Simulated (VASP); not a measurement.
Input of a VASP 6.6.1 run:

INCAR

```
SYSTEM = Hf
  PREC = Accurate
  ENCUT = 600
  EDIFF = 1E-6
  ISMEAR = -1
  SIGMA = 0.05
  LREAL = .False.
  LASPH = .True.
  NELM = 80
  ALGO = Normal
  ISIF = 3
  LWAVE = .False.
  LCHARG = .False.
  GGA = PE
  IBRION = 2
  NSW = 80
  EDIFFG = -0.005
  PSTRESS = 100.0
```

The input KPOINTS:

```
regular mesh
0
Gamma
  10 10 5
  0 0 0
```

The input POSCAR:

```
Hf
1.0
    3.1967000000      0.0000000000      0.0000000000
   -1.5983500000      2.7684234083      0.0000000000
    0.0000000000      0.0000000000      5.0578000000
Hf
2
Direct
    0.6666666667      0.3333333333      0.7500000000
    0.3333333333      0.6666666667      0.2500000000
```

Potentials or basis: VASP PAW PBE potentials, release 64 (Hf_pv).

The run is started by

```bash
$ cat potpaw_PBE.64/Hf_pv/POTCAR > POTCAR
$ mpirun -np 1 vasp_std > vasp.out
```

(1) What does it give for the relaxed cell?

(2) Predict the relaxed volume.

(3) Estimate the band gap on the k mesh.

(4) What does it give for the space group after relaxing (to 0.05 Å)?

Answers

(1) a = 3.114 Å, b = 3.114 Å, c = 4.926 Å, α = 90.00°, β = 90.00°, γ = 120.00°.

(2) 20.68 Å³/atom.

(3) zero (band 10 reaches 6.67 eV, above the bottom of band 11 at 5.12 eV).

(4) P6_3/mmc (No. 194).

Caveat: the cell is relaxed towards a set pressure, so the enthalpy falls and the energy may rise; spin-orbit coupling is left out, which moves the levels of the heavy elements.
